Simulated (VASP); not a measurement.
**C: relaxation of cell and atoms with PBE**

Crystal: C.

```
C
1.0
     1.22803    0.70900    3.34701
    -1.22803    0.70900    3.34701
     0.00000   -1.41800    3.34701
C
2
Direct
  0.16124 0.13597 0.23135
  0.83876 0.86403 0.76865
```

```json
{"Program": "VASP 6.6.1", "Task": "relaxation of cell and atoms", "Functional": "PBE", "Potentials or basis": "VASP PAW PBE potentials, release 64 (C)", "Cutoff": "600 eV", "k mesh": "13 × 13 × 13", "Occupations": "fermi-dirac, width 0.05 eV", "Spin": "no spin polarisation", "Target pressure": "5 GPa", "Dipole correction": "no", "Further INCAR settings": "ALGO = Normal; EDIFF = 1e-06; IBRION = 2; EDIFFG = -0.01; NSW = 60; ISIF = 3"}
```

```json
{
  "Relaxed volume": "8.49 Å³/atom",
  "Relaxed cell": "a = 3.537 Å, b = 3.558 Å, c = 3.545 Å, α = 40.46°, β = 40.59°, γ = 40.51°",
  "Space group after relaxing (to 0.1 Å)": "R-3m (No. 166)",
  "Energy change on relaxing (the run minimises the enthalpy)": "-1005.0 meV/atom",
  "Ionic steps": "37",
  "Pressure after relaxing": "4.9 GPa",
  "Largest force after relaxing": "0.010 eV/Å"
}
```

Forces on the atoms (eV/Å):
```
C    0.004 -0.003 -0.009
C   -0.004  0.003  0.009
```

Stress tensor (GPa, compression positive):
```
 4.97  0.08  0.05
 0.08  4.91 -0.01
 0.05 -0.01  4.91
```

Step by step:
```
step  energy change (eV)  largest force (eV/Å)  pressure (GPa)  volume (Å³)
   1              0.0000               15.6421           32.52        17.48
   2             -0.1709                1.2613          -27.56        21.15
   3             -0.1503                2.0524          -18.58        21.00
   4             -0.1696                1.7272          -22.84        21.07
   5             -1.6038                6.0056           38.34        16.10
   6             -1.9809                0.8009            1.49        17.23
   7             -1.9894                0.7358            4.85        17.08
   8             -1.9884                0.8685            6.76        17.00
   9             -1.8984                3.1978            6.69        17.07
  10             -2.0030                0.4285            6.18        17.02
  11             -1.9982                0.8944            2.74        17.16
  12             -2.0081                0.1281            4.94        17.07
  13             -2.0075                0.3185            5.04        17.07
  14             -2.0083                0.0520            4.97        17.07
  15             -2.0085                0.0374            5.11        17.07
  16             -2.0085                0.0776            5.21        17.07
  17             -2.0088                0.0628            5.13        17.07
  18             -2.0095                0.1476            4.91        17.09
  19             -2.0096                0.1429            4.89        17.09
  20             -2.0101                0.1320            4.79        17.09
  21             -2.0109                0.1131            4.60        17.10
  22             -2.0123                0.0946            4.20        17.12
  23             -2.0139                0.1481            3.38        17.15
  24             -2.0140                0.1029            3.58        17.15
  25             -2.0136                0.0487            4.17        17.12
  26             -2.0134                0.0758            4.29        17.11
  27             -2.0130                0.0279            4.63        17.09
  28             -2.0126                0.0231            4.93        17.08
  29             -2.0125                0.0131            4.95        17.07
  30             -2.0122                0.0256            5.01        17.06
  31             -2.0121                0.0184            4.98        17.06
  32             -2.0118                0.0205            4.89        17.05
  33             -2.0117                0.0277            4.84        17.05
  34             -2.0115                0.0206            4.84        17.04
  35             -2.0108                0.0205            4.84        17.02
  36             -2.0105                0.0309            4.81        17.01
  37             -2.0100                0.0100            4.93        16.99
```

Final structure:
```yaml
crystal:
  lattice:
    - [1.21146, 0.69584, 3.24961]
    - [-1.24476, 0.69532, 3.25985]
    - [-0.01605, -1.43174, 3.24318]
  atoms:
    - { symbol: C, position: [0.33343, 0.33343, 0.83340] }
    - { symbol: C, position: [0.66657, 0.66657, 0.16660] }
```

Wall time 38 min on 1 thread of Intel(R) Xeon(R) 6975P-C (Granite Rapids), on a shared host, peak memory 0.29 GiB.

Caveat: the cell is relaxed towards a set pressure, so the run minimises the enthalpy, not the energy; this functional lacks dispersion, which binds the layers, so the pressure and a relaxed spacing across them are unreliable.
